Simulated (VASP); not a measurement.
# SiCl (Fm-3m) in VASP: notebook, part 2 of 2

VASP 6.6.1.

**3. Single point, PBE**

This run uses another cell than the first one, of 23.42 Å³/atom, 0.988 times its volume.

INCAR reads:

```
SYSTEM = SiCl
PREC     = Accurate       ! precision mode
ENCUT    = 520            ! plane-wave cutoff, eV
EDIFF    = 1E-7           ! SCF threshold, eV
ISMEAR   = 0              ! smearing method
SIGMA    = 0.1            ! smearing width, eV
LREAL    = .False.        ! projectors in reciprocal space
LASPH    = .True.         ! aspherical terms in the spheres
NELM     = 100            ! most SCF steps
ALGO     = Normal         ! electronic algorithm
ISIF     = 2              ! what is computed and relaxed
LWAVE    = .False.        ! write WAVECAR
LCHARG   = .False.        ! write CHGCAR
GGA      = PE             ! functional
NBANDS   = 12             ! bands
```

KPOINTS reads:

```
Automatic mesh
0
Gamma
  16 16 16
  0 0 0
```

POSCAR reads:

```
SiCl
1.0
    0.0000000000      2.8611467749      2.8611467749
    2.8611467749      0.0000000000      2.8611467749
    2.8611467749      2.8611467749      0.0000000000
Si Cl
1 1
Direct
    0.5000000000      0.5000000000      0.5000000000
    0.0000000000      0.0000000000      0.0000000000
```

Potentials or basis: VASP PAW PBE potentials, release 64 (Si, Cl).

Run with:

```console
$ cat potpaw_PBE.64/Si/POTCAR potpaw_PBE.64/Cl/POTCAR > POTCAR
$ mpirun -np 1 vasp_std > vasp.out
```

OUTCAR:

```text
SYSTEM = SiCl
   PREC = Accurate
   ENCUT = 520
   EDIFF = 1E-7
   ISMEAR = 0
   LREAL = .False.
   LASPH = .True.
   NELM = 100
   ISIF = 2
   GGA = PE

 ion  position               nearest neighbor table
   1  0.500  0.500  0.500-   2 2.86   2 2.86   2 2.86   2 2.86   2 2.86   2 2.86
   2  0.000  0.000  0.000-   1 2.86   1 2.86   1 2.86   1 2.86   1 2.86   1 2.86

  LATTYP: Found a face centered cubic cell.
 ALAT       =     5.7222935498

  Lattice vectors:

 A1 = (   0.0000000000,   2.8611467749,   2.8611467749)
 A2 = (   2.8611467749,   0.0000000000,   2.8611467749)
 A3 = (   2.8611467749,   2.8611467749,   0.0000000000)

Analysis of symmetry for initial positions (statically):
=====================================================================
 Subroutine PRICEL returns:
 Original cell was already a primitive cell.

 Routine SETGRP: Setting up the symmetry group for a
 face centered cubic supercell.

 Subroutine GETGRP returns: Found 48 space group operations
 (whereof 48 operations were pure point group operations)
 out of a pool of 48 trial point group operations.

The static configuration has the point symmetry O_h .

Analysis of symmetry for dynamics (positions and initial velocities):
=====================================================================
 Subroutine PRICEL returns:
 Original cell was already a primitive cell.

 Routine SETGRP: Setting up the symmetry group for a
 face centered cubic supercell.

 Subroutine GETGRP returns: Found 48 space group operations
 (whereof 48 operations were pure point group operations)
 out of a pool of 48 trial point group operations.

The dynamic configuration has the point symmetry O_h .

 Subroutine INISYM returns: Found 48 space group operations
 (whereof 48 operations are pure point group operations),
 and found     1 'primitive' translations

----------------------------------------------------------------------------------------

                                     Primitive cell

  volume of cell :      46.8436

  direct lattice vectors                    reciprocal lattice vectors
     0.000000000  2.861146775  2.861146775    -0.174755103  0.174755103  0.174755103
     2.861146775  0.000000000  2.861146775     0.174755103 -0.174755103  0.174755103
     2.861146775  2.861146775  0.000000000     0.174755103  0.174755103 -0.174755103

  length of vectors
     4.046272573  4.046272573  4.046272573     0.302684718  0.302684718  0.302684718

  position of ions in fractional coordinates (direct lattice)
     0.500000000  0.500000000  0.500000000
     0.000000000  0.000000000  0.000000000

  ion indices of the primitive-cell ions
   primitive index   ion index
                 1           1
                 2           2

----------------------------------------------------------------------------------------

 KPOINTS: Automatic mesh

Automatic generation of k-mesh.
 Grid dimensions read from file:
 generate k-points for:   16   16   16

 Generating k-lattice:

  Cartesian coordinates                     Fractional coordinates (reciprocal lattice)
    -0.010922194  0.010922194  0.010922194     0.062500000  0.000000000  0.000000000
     0.010922194 -0.010922194  0.010922194     0.000000000  0.062500000  0.000000000
     0.010922194  0.010922194 -0.010922194     0.000000000  0.000000000  0.062500000

  Length of vectors
     0.018917795  0.018917795  0.018917795

  Shift w.r.t. Gamma in fractional coordinates (k-lattice)
     0.000000000  0.000000000  0.000000000

 Subroutine IBZKPT returns following result:
 ===========================================

 Found    145 irreducible k-points:

 Following reciprocal coordinates:
            Coordinates               Weight
  0.000000  0.000000  0.000000      1.000000
  0.062500  0.000000  0.000000      8.000000
  0.125000  0.000000  0.000000      8.000000
  0.187500  0.000000  0.000000      8.000000
  0.250000  0.000000  0.000000      8.000000
  0.312500  0.000000  0.000000      8.000000
[... 16 lines left out ...]
 -0.125000  0.062500  0.000000     24.000000
 -0.062500  0.062500  0.000000     12.000000
 [... further k-points ...]
   k-points           NKPTS =    145   k-points in BZ     NKDIM =    145   number of bands    NBANDS=     12
   number of dos      NEDOS =    301   number of ions     NIONS =      2
   total plane-waves  NPLWV =  27000
   dimension x,y,z NGX =    30 NGY =   30 NGZ =   30
   dimension x,y,z NGXF=    60 NGYF=   60 NGZF=   60
   ions per type =               1   1
   NGX,Y,Z   is equivalent  to a cutoff of  12.33, 12.33, 12.33 a.u.
   NGXF,Y,Z  is equivalent  to a cutoff of  24.65, 24.65, 24.65 a.u.
 SYSTEM =  SiCl
   PREC   = accura    normal or accurate (medium, high low for compatibility)
   ISTART =      0    job   : 0-new  1-cont  2-samecut
   ICHARG =      2    charge: 1-file 2-atom 10-const
   ISPIN  =      1    spin polarized calculation?
   LNONCOLLINEAR =      F non collinear calculations
   LSORBIT =      F    spin-orbit coupling
   LASPH  =      T    aspherical Exc in radial PAW
   ENCUT  =  520.0 eV  38.22 Ry    6.18 a.u.   7.52  7.52  7.52*2*pi/ulx,y,z
   NELM   =    100;   NELMIN=  2; NELMDL= -5     # of ELM steps
   EDIFF  = 0.1E-06   stopping-criterion for ELM
   LREAL  =      F    real-space projection
   EDIFFG = 0.1E-05   stopping-criterion for IOM
   NSW    =      0    number of steps for IOM
   IBRION =     -1    ionic relax: 0-MD 1-quasi-New 2-CG
   NFREE  =      0    steps in history (QN), initial steepest desc. (CG)
   ISIF   =      2    stress and relaxation
   ISYM   =      2    0-nonsym 1-usesym 2-fastsym
   POTIM  = 0.5000    time-step for ionic-motion
   TEBEG  =    0.0;   TEEND  =   0.0 temperature during run
   PSTRESS=    0.0 pullay stress
   NELECT =      11.0000    total number of electrons
   NUPDOWN=      -1.0000    fix difference up-down
   EMIN   =  10.00;   EMAX   =-10.00  energy-range for DOS
   EFERMI =   0.00;   METHOD = LEGACY
   ISMEAR =     0;   SIGMA  =   0.10  broadening in eV -4-tet -1-fermi 0-gaus
   EFERMI_NEDOS =   21; number of points for ismear=-14 and -15
   IALGO  =     38    algorithm
   IMIX   =      4    mixing-type and parameters
     AMIX     =   0.40;   BMIX     =  1.00
     AMIX_MAG =   1.60;   BMIX_MAG =  1.00
  volume/ion in A,a.u.               =      23.42       158.06
  Fermi-wavevector in a.u.,A,eV,Ry     =   1.010002  1.908627 13.879360  1.020104
  Thomas-Fermi vector in A             =   2.142965
   LORBIT       =      0    0 simple, 1 ext, 2 COOP (PROOUT), +10 PAW based schemes
   GGA     = PE    functional components
   LHFCALC =     F    Hartree Fock is set to
   AEXX    =    0.0000 exact exchange contribution
   IVDW    =     0    specifies the selected vdW correction
   LEPSILON=     F    determine dielectric tensor
   LRPA    =     F    only Hartree local field effects (RPA)
 non-spin polarized calculation
 Gauss-broadening in eV      SIGMA  =   0.10
  energy-cutoff  :      520.00
  volume of cell :       46.84
 maximum number of plane-waves:      1295
   NGX = 15   NGY = 15   NGZ = 15

 number of electron      11.0000000 magnetization

 Free energy of the ion-electron system (eV)
  ---------------------------------------------------
  ext. energy  EPLUGINS =         0.00000000
  ---------------------------------------------------
  free energy    TOTEN  =        -6.00283821 eV

  energy without entropy =       -5.99616137  energy(sigma->0) =       -5.99949979

 E-fermi :   5.1280     XC(G=0):  -9.0807

 val. band max:        5.1092786938   @ k =  -0.3125   0.3125   0.0000
 cond. band min:       5.1348141829   @ k =   0.3125   0.2500   0.0625
 fundamental gap:      0.0255354891
 Fermi energy:         5.1279773500

 k-point     1 :       0.0000    0.0000    0.0000
  band No.  band energies     occupation
      1     -12.3666      2.00000
      2      -1.8978      2.00000
      3       0.1802      2.00000
      4       0.1802      2.00000
      5       0.1802      2.00000
      6       7.4810      0.00000
      7       7.4810      0.00000
      8       7.4810      0.00000
      9      10.2147      0.00000
     10      10.2147      0.00000
     11      10.2147      0.00000
     12      11.7494      0.00000
[... 331 lines left out ...]
 k-point    24 :      -0.0625    0.0625    0.0000
  band No.  band energies     occupation
      1     -12.3263      2.00000
      2      -2.2294      2.00000
      3       0.1000      2.00000
      4       0.2061      2.00000
      5       0.5426      2.00000
      6       6.8924      0.00000
      7       7.0119      0.00000
      8       7.3795      0.00000
      9      10.1893      0.00000
     10      10.3492      0.00000
     11      10.6626      0.00000
     12      12.0381      0.00000

 [... further k-points ...]
[... 5 lines left out ...]
  --------------------------------------------------------------------------------------
  -------------------------------------------------------------------------------------
  Total       -0.0059249     -0.0059249     -0.0059249     -0.0000000     -0.0000000      0.0000000
  in kB       -0.2026464     -0.2026464     -0.2026464     -0.0000000     -0.0000000      0.0000000
  external PRESSURE =      -0.2026464 kB  Pullay stress =       0.0000000 kB

 VOLUME and BASIS-vectors are now :
 -----------------------------------------------------------------------------
  energy-cutoff  :      520.00
  volume of cell :       46.84
      direct lattice vectors                 reciprocal lattice vectors
     0.000000000  2.861146775  2.861146775    -0.174755103  0.174755103  0.174755103
     2.861146775  0.000000000  2.861146775     0.174755103 -0.174755103  0.174755103
     2.861146775  2.861146775  0.000000000     0.174755103  0.174755103 -0.174755103

 POSITION                                       TOTAL-FORCE (eV/Angst)
 -----------------------------------------------------------------------------------
      2.86115      2.86115      2.86115         0.000000      0.000000      0.000000
      0.00000      0.00000      0.00000         0.000000     -0.000000     -0.000000
 -----------------------------------------------------------------------------------
    total drift:                               -0.000000      0.000000      0.000000

  FREE ENERGIE OF THE ION-ELECTRON SYSTEM (eV)
  ---------------------------------------------------
  free  energy   TOTEN  =        -6.0028382121 eV

  energy  without entropy=       -5.9961613662  energy(sigma->0) =       -5.99949979
```

It took 86 s on 1 thread of Intel Xeon 8259CL, shared host; peak memory 0.21 GiB.

What came out:

```yaml
Free_energy: -6.0028 eV
Pressure: 0.0 GPa
```

Caveat: an odd number of electrons without spin polarisation forces a metal; a magnetic or distorted state may lie lower.
